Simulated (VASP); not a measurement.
# BaS (Fm-3m) in VASP: further runs, part 2 of 2

VASP 6.6.1. Earlier steps stand in the parts before.

## 4. Electric field gradients, LDA (volume scaled by 1.02)

INCAR

```
  PREC = Accurate
  ENCUT = 520
  EDIFF = 1E-8
  ISMEAR = -1
  SIGMA = 0.01
  LREAL = False
  LASPH = True
  NELM = 80
  ALGO = Normal
  ISIF = 2
  LWAVE = False
  LCHARG = False
  LEFG = True
  NBANDS = 15
```

KPOINTS

```
Automatic mesh
0
Gamma
  7 7 7
```

POSCAR

```
BaS
1.0
    0.0000000000      3.2149012787      3.2149012787
    3.2149012787      0.0000000000      3.2149012787
    3.2149012787      3.2149012787      0.0000000000
Ba S
1 1
Direct
    0.0000000000      0.0000000000      0.0000000000
    0.5000000000      0.5000000000      0.5000000000
```

Potentials or basis: VASP PAW LDA potentials, release 64 (Ba_sv, S).

On the command line:

```sh
> cat potpaw_LDA.64/Ba_sv/POTCAR potpaw_LDA.64/S/POTCAR > POTCAR
> mpirun -np 1 vasp_std > vasp.out
```

OUTCAR:

```text
PREC = Accurate
   ENCUT = 520
   EDIFF = 1E-8
   ISMEAR = -1
   LREAL = False
   LASPH = True
   NELM = 80
   ISIF = 2

 ion  position               nearest neighbor table
   1  0.000  0.000  0.000-   2 3.21   2 3.21   2 3.21   2 3.21   2 3.21   2 3.21
   2  0.500  0.500  0.500-   1 3.21   1 3.21   1 3.21   1 3.21   1 3.21   1 3.21

  LATTYP: Found a face centered cubic cell.
 ALAT       =     6.4298025574

  Lattice vectors:

 A1 = (   0.0000000000,   3.2149012787,   3.2149012787)
 A2 = (   3.2149012787,   0.0000000000,   3.2149012787)
 A3 = (   3.2149012787,   3.2149012787,   0.0000000000)

Analysis of symmetry for initial positions (statically):
=====================================================================
 Subroutine PRICEL returns:
 Original cell was already a primitive cell.

 Routine SETGRP: Setting up the symmetry group for a
 face centered cubic supercell.

 Subroutine GETGRP returns: Found 48 space group operations
 (whereof 48 operations were pure point group operations)
 out of a pool of 48 trial point group operations.

The static configuration has the point symmetry O_h .

Analysis of symmetry for dynamics (positions and initial velocities):
=====================================================================
 Subroutine PRICEL returns:
 Original cell was already a primitive cell.

 Routine SETGRP: Setting up the symmetry group for a
 face centered cubic supercell.

 Subroutine GETGRP returns: Found 48 space group operations
 (whereof 48 operations were pure point group operations)
 out of a pool of 48 trial point group operations.

The dynamic configuration has the point symmetry O_h .

 Subroutine INISYM returns: Found 48 space group operations
 (whereof 48 operations are pure point group operations),
 and found     1 'primitive' translations

----------------------------------------------------------------------------------------

                                     Primitive cell

  volume of cell :      66.4558

  direct lattice vectors                    reciprocal lattice vectors
     0.000000000  3.214901279  3.214901279    -0.155525771  0.155525771  0.155525771
     3.214901279  0.000000000  3.214901279     0.155525771 -0.155525771  0.155525771
     3.214901279  3.214901279  0.000000000     0.155525771  0.155525771 -0.155525771

  length of vectors
     4.546556990  4.546556990  4.546556990     0.269378537  0.269378537  0.269378537

  position of ions in fractional coordinates (direct lattice)
     0.000000000  0.000000000  0.000000000
     0.500000000  0.500000000  0.500000000

  ion indices of the primitive-cell ions
   primitive index   ion index
                 1           1
                 2           2

----------------------------------------------------------------------------------------

 KPOINTS: Automatic mesh

Automatic generation of k-mesh.
 Grid dimensions read from file:
 generate k-points for:    7    7    7

 Generating k-lattice:

  Cartesian coordinates                     Fractional coordinates (reciprocal lattice)
[... 76 lines left out ...]
  volume/ion in A,a.u.               =      33.23       224.23
  Fermi-wavevector in a.u.,A,eV,Ry     =   1.018444  1.924580 14.112348  1.037228
  Thomas-Fermi vector in A             =   2.151902
   LORBIT       =      0    0 simple, 1 ext, 2 COOP (PROOUT), +10 PAW based schemes
   GGA     = CA    functional components
   LHFCALC =     F    Hartree Fock is set to
   AEXX    =    0.0000 exact exchange contribution
   IVDW    =     0    specifies the selected vdW correction
   LEPSILON=     F    determine dielectric tensor
   LRPA    =     F    only Hartree local field effects (RPA)
 non-spin polarized calculation
  energy-cutoff  :      520.00
  volume of cell :       66.46
 maximum number of plane-waves:      1814
 NGX is ok and might be reduce to    36
   NGX = 17   NGY = 17   NGZ = 17

 number of electron      16.0000002 magnetization

 Free energy of the ion-electron system (eV)
  ---------------------------------------------------
  ext. energy  EPLUGINS =         0.00000000
  ---------------------------------------------------
  free energy    TOTEN  =       -11.14180426 eV

  energy without entropy =      -11.14180426  energy(sigma->0) =      -11.14180426

 E-fermi :   1.4357     XC(G=0):  -8.9120

 val. band max:        1.1366476967   @ k =   0.0000   0.0000   0.0000
 cond. band min:       3.1324209647   @ k =   0.4286   0.4286   0.0000
 fundamental gap:      1.9957732680
 Fermi energy:         1.4356521800

 k-point     1 :       0.0000    0.0000    0.0000
  band No.  band energies     occupation
      1     -24.9238      2.00000
      2      -9.9992      2.00000
      3      -9.9992      2.00000
      4      -9.9992      2.00000
      5      -9.1485      2.00000
      6       1.1366      2.00000
      7       1.1366      2.00000
      8       1.1366      2.00000
      9       4.3540      0.00000
     10       4.8352      0.00000
     11       4.8352      0.00000
     12       4.8352      0.00000
     13       5.7983      0.00000
     14       5.7983      0.00000
[... 329 lines left out ...]
      2     -10.5969      2.00000
      3     -10.3512      2.00000
      4     -10.2075      2.00000
      5      -8.5113      2.00000
      6      -0.0164      2.00000
      7       0.5277      2.00000
      8       0.5846      2.00000
      9       4.8848      0.00000
     10       5.7860      0.00000
     11       7.3318      0.00000
     12       7.9898      0.00000
     13       8.1594      0.00000
     14       9.9723      0.00000
     15      11.0412      0.00000

------------------------ aborting loop because EDIFF is reached ----------------------------------------

  FORCE on cell =-STRESS in cart. coord.  units (eV):
  Direction    XX          YY          ZZ          XY          YZ          ZX
  --------------------------------------------------------------------------------------
  -------------------------------------------------------------------------------------
  Total       -1.0907775     -1.0907775     -1.0907775      0.0000000      0.0000000      0.0000000
  in kB      -26.2974612    -26.2974612    -26.2974612      0.0000000      0.0000000      0.0000000
  external PRESSURE =     -26.2974612 kB  Pullay stress =       0.0000000 kB

 VOLUME and BASIS-vectors are now :
 -----------------------------------------------------------------------------
  energy-cutoff  :      520.00
  volume of cell :       66.46
      direct lattice vectors                 reciprocal lattice vectors
     0.000000000  3.214901279  3.214901279    -0.155525771  0.155525771  0.155525771
     3.214901279  0.000000000  3.214901279     0.155525771 -0.155525771  0.155525771
     3.214901279  3.214901279  0.000000000     0.155525771  0.155525771 -0.155525771

 POSITION                                       TOTAL-FORCE (eV/Angst)
 -----------------------------------------------------------------------------------
      0.00000      0.00000      0.00000         0.000000      0.000000      0.000000
      3.21490      3.21490      3.21490        -0.000000     -0.000000     -0.000000
 -----------------------------------------------------------------------------------
    total drift:                                0.000000      0.000000      0.000000

  FREE ENERGIE OF THE ION-ELECTRON SYSTEM (eV)
  ---------------------------------------------------
  free  energy   TOTEN  =       -11.1418042643 eV

  energy  without entropy=      -11.1418042643  energy(sigma->0) =      -11.14180426

 Electric field gradients (V/A^2)
---------------------------------------------------------------------
 ion       V_xx      V_yy      V_zz      V_xy      V_xz      V_yz
---------------------------------------------------------------------
   1      -0.000    -0.000     0.000     0.000     0.000     0.000
   2       0.000    -0.000     0.000     0.000     0.000     0.000
---------------------------------------------------------------------

 Electric field gradients after diagonalization (V/A^2)
 (convention: |V_zz| > |V_xx| > |V_yy|)
----------------------------------------------------------------------
 ion       V_xx      V_yy      V_zz     asymmetry (V_yy - V_xx)/ V_zz
----------------------------------------------------------------------
   1      -0.000    -0.000     0.000       0.000
   2      -0.000    -0.000     0.001       0.000
----------------------------------------------------------------------

           NMR quadrupolar parameters

 Cq : quadrupolar parameter    Cq=e*Q*V_zz/h
 eta: asymmetry parameters     (V_yy - V_xx)/ V_zz
 Q  : nuclear electric quadrupole moment in mb (millibarn)
----------------------------------------------------------------------
 ion       Cq(MHz)       eta       Q (mb)
----------------------------------------------------------------------
   1       0.000       0.000       1.000
   2       0.000       0.000       1.000
----------------------------------------------------------------------
```

OSZICAR:

```text
N       E                     dE             d eps       ncg     rms          rms(c)
DAV:   1     0.770979962138E+02    0.77098E+02   -0.70414E+03   600   0.944E+02
DAV:   2    -0.689343916881E+01   -0.83991E+02   -0.77120E+02   828   0.168E+02
DAV:   3    -0.115897420705E+02   -0.46963E+01   -0.46641E+01   844   0.398E+01
DAV:   4    -0.116740815424E+02   -0.84339E-01   -0.84325E-01   791   0.528E+00
DAV:   5    -0.116756496751E+02   -0.15681E-02   -0.15681E-02   865   0.587E-01    0.472E+00
DAV:   6    -0.111684460118E+02    0.50720E+00   -0.68051E-01   691   0.490E+00    0.325E+00
DAV:   7    -0.111469072670E+02    0.21539E-01   -0.13595E-01   727   0.201E+00    0.191E+00
DAV:   8    -0.111426858904E+02    0.42214E-02   -0.21269E-02   663   0.818E-01    0.268E-01
DAV:   9    -0.111416409127E+02    0.10450E-02   -0.25432E-03   747   0.291E-01    0.150E-01
DAV:  10    -0.111418134844E+02   -0.17257E-03   -0.22323E-04   677   0.101E-01    0.322E-02
DAV:  11    -0.111418034837E+02    0.10001E-04   -0.41636E-05   796   0.360E-02    0.131E-02
DAV:  12    -0.111418042324E+02   -0.74868E-06   -0.37030E-06   684   0.105E-02    0.621E-03
DAV:  13    -0.111418042741E+02   -0.41717E-07   -0.24413E-07   789   0.281E-03    0.821E-04
DAV:  14    -0.111418042643E+02    0.98330E-08   -0.38733E-08   698   0.118E-03
   1 F= -.11141804E+02 E0= -.11141804E+02  d E =-.559286E-15
```

It took 52 s on 1 thread of AMD EPYC 7R13, shared host; peak memory 0.15 GiB.

Results:

```
Free energy            : -11.1418 eV
Pressure               : -2.6 GPa
Band gap on the k mesh : 2.00 eV, indirect (least direct gap 2.15 eV)
```

Levels at points of the mesh, in eV from the valence-band top:
| k point | band 5 | band 6 | band 7 | band 8 | band 9 | band 10 | band 11 | band 12 |
| --- | --- | --- | --- | --- | --- | --- | --- | --- |
| (0.00, 0.00, 0.00) | -10.29 | 0.00 | 0.00 | 0.00 | 3.22 | 3.70 | 3.70 | 3.70 |

Caveat: without QUAD_EFG the Cq values of the log hold for a quadrupole moment of 1 mb, not for the nuclei; spin-orbit coupling is left out, which moves the levels of the heavy elements. A k mesh can miss the band edges.

## 5. Electric field gradients, LDA (volume scaled by 1.06)

INCAR

```
PREC     = Accurate       # precision mode
ENCUT    = 520            # plane-wave cutoff, eV
EDIFF    = 1E-8           # SCF threshold, eV
ISMEAR   = -1             # smearing method
SIGMA    = 0.01           # smearing width, eV
LREAL    = False          # projectors in reciprocal space
LASPH    = True           # aspherical terms in the spheres
NELM     = 100            # most SCF steps
ALGO     = Normal         # electronic algorithm
ISIF     = 2              # what is computed and relaxed
LWAVE    = False          # write WAVECAR
LCHARG   = False          # write CHGCAR
LEFG     = True         
NBANDS   = 15             # bands
```

KPOINTS is that of step 4.

POSCAR

```
BaS
1.0
    0.0000000000      3.2563884516      3.2563884516
    3.2563884516      0.0000000000      3.2563884516
    3.2563884516      3.2563884516      0.0000000000
Ba S
1 1
Direct
    0.0000000000      0.0000000000      0.0000000000
    0.5000000000      0.5000000000      0.5000000000
```

Potentials or basis: VASP PAW LDA potentials, release 64 (Ba_sv, S).

On the command line:

```sh
> cat potpaw_LDA.64/Ba_sv/POTCAR potpaw_LDA.64/S/POTCAR > POTCAR
> mpirun -np 1 vasp_std > vasp.out
```

OUTCAR:

```text
PREC = Accurate
   ENCUT = 520
   EDIFF = 1E-8
   ISMEAR = -1
   LREAL = False
   LASPH = True
   NELM = 100
   ISIF = 2

 ion  position               nearest neighbor table
   1  0.000  0.000  0.000-   2 3.26   2 3.26   2 3.26   2 3.26   2 3.26   2 3.26
   2  0.500  0.500  0.500-   1 3.26   1 3.26   1 3.26   1 3.26   1 3.26   1 3.26

  LATTYP: Found a face centered cubic cell.
 ALAT       =     6.5127769032

  Lattice vectors:

 A1 = (   0.0000000000,   3.2563884516,   3.2563884516)
 A2 = (   3.2563884516,   0.0000000000,   3.2563884516)
 A3 = (   3.2563884516,   3.2563884516,   0.0000000000)

Analysis of symmetry for initial positions (statically):
=====================================================================
 Subroutine PRICEL returns:
 Original cell was already a primitive cell.

 Routine SETGRP: Setting up the symmetry group for a
 face centered cubic supercell.

 Subroutine GETGRP returns: Found 48 space group operations
 (whereof 48 operations were pure point group operations)
 out of a pool of 48 trial point group operations.

The static configuration has the point symmetry O_h .

Analysis of symmetry for dynamics (positions and initial velocities):
=====================================================================
 Subroutine PRICEL returns:
 Original cell was already a primitive cell.

 Routine SETGRP: Setting up the symmetry group for a
 face centered cubic supercell.

 Subroutine GETGRP returns: Found 48 space group operations
 (whereof 48 operations were pure point group operations)
 out of a pool of 48 trial point group operations.

The dynamic configuration has the point symmetry O_h .

[... 496 lines left out ...]
      5      -8.7412      2.00000
      6      -0.1570      2.00000
      7       0.3404      2.00000
      8       0.3744      2.00000
      9       4.6669      0.00000
     10       5.5292      0.00000
     11       6.9392      0.00000
     12       7.6104      0.00000
     13       7.7793      0.00000
     14       9.4668      0.00000
     15      10.5903      0.00000

------------------------ aborting loop because EDIFF is reached ----------------------------------------

  FORCE on cell =-STRESS in cart. coord.  units (eV):
  Direction    XX          YY          ZZ          XY          YZ          ZX
  --------------------------------------------------------------------------------------
  -------------------------------------------------------------------------------------
  Total       -1.7061597     -1.7061597     -1.7061597     -0.0000000      0.0000000      0.0000000
  in kB      -39.5814459    -39.5814459    -39.5814459     -0.0000000      0.0000000      0.0000000
  external PRESSURE =     -39.5814459 kB  Pullay stress =       0.0000000 kB

 VOLUME and BASIS-vectors are now :
 -----------------------------------------------------------------------------
  energy-cutoff  :      520.00
  volume of cell :       69.06
      direct lattice vectors                 reciprocal lattice vectors
     0.000000000  3.256388452  3.256388452    -0.153544335  0.153544335  0.153544335
     3.256388452  0.000000000  3.256388452     0.153544335 -0.153544335  0.153544335
     3.256388452  3.256388452  0.000000000     0.153544335  0.153544335 -0.153544335

 POSITION                                       TOTAL-FORCE (eV/Angst)
 -----------------------------------------------------------------------------------
      0.00000      0.00000      0.00000        -0.000000     -0.000000     -0.000000
      3.25639      3.25639      3.25639         0.000000      0.000000      0.000000
 -----------------------------------------------------------------------------------
    total drift:                                0.000000      0.000000      0.000000

  FREE ENERGIE OF THE ION-ELECTRON SYSTEM (eV)
  ---------------------------------------------------
  free  energy   TOTEN  =       -11.0880892146 eV

  energy  without entropy=      -11.0880892146  energy(sigma->0) =      -11.08808921

 Electric field gradients (V/A^2)
---------------------------------------------------------------------
 ion       V_xx      V_yy      V_zz      V_xy      V_xz      V_yz
---------------------------------------------------------------------
   1       0.000    -0.000    -0.000    -0.000    -0.000    -0.000
   2       0.000     0.000    -0.000     0.000     0.000     0.000
---------------------------------------------------------------------

 Electric field gradients after diagonalization (V/A^2)
 (convention: |V_zz| > |V_xx| > |V_yy|)
----------------------------------------------------------------------
 ion       V_xx      V_yy      V_zz     asymmetry (V_yy - V_xx)/ V_zz
----------------------------------------------------------------------
   1       0.000     0.000    -0.000       0.000
   2      -0.000    -0.000     0.000       0.000
----------------------------------------------------------------------

           NMR quadrupolar parameters

 Cq : quadrupolar parameter    Cq=e*Q*V_zz/h
 eta: asymmetry parameters     (V_yy - V_xx)/ V_zz
 Q  : nuclear electric quadrupole moment in mb (millibarn)
----------------------------------------------------------------------
 ion       Cq(MHz)       eta       Q (mb)
----------------------------------------------------------------------
   1      -0.000       0.000       1.000
   2       0.000       0.000       1.000
----------------------------------------------------------------------
```

stdout:

```text
POSCAR found type information on POSCAR BaS
 POSCAR found :  2 types and       2 ions
 scaLAPACK will be used
 LDA part: xc-table for (Slater(with rela. corr.)+CA(PZ))
 , standard interpolation
 POSCAR, INCAR and KPOINTS ok, starting setup
 FFT: planning ... GRIDC
 FFT: planning ... GRID_SOFT
 FFT: planning ... GRID
 WAVECAR not read
 entering main loop
ion   1

ion   2
```

Wall time 43 s (1 thread of AMD EPYC 7R13, shared host); peak memory 0.15 GiB.

What came out:

```yaml
Free_energy: -11.0881 eV
Pressure: -4.0 GPa
Band_gap_on_the_k_mesh: 2.05 eV, indirect (least direct gap 2.23 eV)
```

Caveat: without QUAD_EFG the Cq values of the log hold for a quadrupole moment of 1 mb, not for the nuclei; spin-orbit coupling is left out, which moves the levels of the heavy elements.

## 6. The runs side by side

| cell | gap on the mesh (eV) | pressure (GPa) |
| --- | --- | --- |
| a = 4.576 Å, angles 60.0°, 2 atoms | 2.03 | -3.3 |
| a = 4.547 Å, angles 60.0°, 2 atoms | 2.00 | -2.6 |
| a = 4.605 Å, angles 60.0°, 2 atoms | 2.05 | -4.0 |

Alike in all rows: task electric field gradients; level LDA; potentials or basis VASP PAW LDA potentials, release 64 (Ba_sv, S); no spin polarisation; k mesh 7 × 7 × 7; cutoff (eV) 520; smearing fermi-dirac 0.01 eV.

Caveats: spin-orbit coupling is left out, which moves the levels of the heavy elements.

Total energies depend on the potentials used, so only differences within one code and one set of settings carry meaning.
